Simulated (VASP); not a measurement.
A run of VASP 6.6.1 is set up as follows.

The input INCAR:

```
ALGO     = Normal         # electronic algorithm
EDIFF    = 1E-6           # SCF threshold, eV
ENCUT    = 520            # plane-wave cutoff, eV
GGA      = RE             # functional
ISIF     = 2              # what is computed and relaxed
ISMEAR   = -1             # smearing method
LASPH    = True           # aspherical terms in the spheres
LCHARG   = False          # write CHGCAR
LREAL    = False          # projectors in reciprocal space
LWAVE    = False          # write WAVECAR
NBANDS   = 18             # bands
NELM     = 80             # most SCF steps
PREC     = Accurate       # precision mode
SIGMA    = 0.1            # smearing width, eV
```

KPOINTS

```
k-points
0
Gamma
  14 14 7
```

File POSCAR:

```
Au
1.0
    2.8125673364      0.0000000000      0.0000000000
   -1.4062836682      2.4357547632      0.0000000000
    0.0000000000      0.0000000000      4.7175325902
Au
2
Direct
    0.3333333333      0.6666666667      0.2500000000
    0.6666666667      0.3333333333      0.7500000000
```

Potentials or basis: VASP PAW PBE potentials, release 64 (Au).

Command:

```sh
$ cat potpaw_PBE.64/Au/POTCAR > POTCAR
$ mpirun -np 1 vasp_std > vasp.out
```

What does it give for the band gap on the k mesh?

Zero (band 11 reaches 14.08 eV, above the bottom of band 12 at 7.82 eV).

Predict the pressure.

23.2 GPa.

Stress tensor (GPa, compression positive):
```
23.63  0.00  0.00
 0.00 23.63  0.00
 0.00  0.00 22.41
```

Caveat: the PAW data sets were made with another functional, which shifts forces and pressure a little; spin-orbit coupling is left out, which moves the levels of the heavy elements.
